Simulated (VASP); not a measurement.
BaTiO3:

```
Ba Ti O
1.0
     3.99410    0.00000    0.00000
     0.00000    3.99410    0.00000
     0.00000    0.00000    3.99410
Ba Ti O
1 1 3
Direct
  0.50000 0.50000 0.50000
  0.00000 0.00000 0.00000
  0.50000 0.00000 0.00000
  0.00000 0.50000 0.00000
  0.00000 0.00000 0.50000
```

Base run:

- Program: VASP 6.6.1
- Functional: r2SCAN0
- Potentials or basis: VASP PAW PBE potentials, release 64 (Ba_sv, Ti_sv, O)
- Cutoff: 580 eV
- k mesh: 4 × 4 × 4
- Occupations: gaussian, width 0.01 eV
- Spin: no spin polarisation

Its results: band gap on the k mesh 4.23 eV (least direct gap 4.34 eV); pressure -2.2 GPa.

Q: The run is repeated on the same cell with these changes: functional from r2SCAN0 to HSE06; cutoff from 580 eV to 520 eV. What comes out?

A: Band gap on the k mesh 3.14 eV (least direct gap 3.26 eV); pressure -0.6 GPa.

Caveats: the PAW data sets were made with another functional, which shifts forces and pressure a little; spin-orbit coupling is left out, which moves the levels of the heavy elements.

A k mesh can miss the band edges.
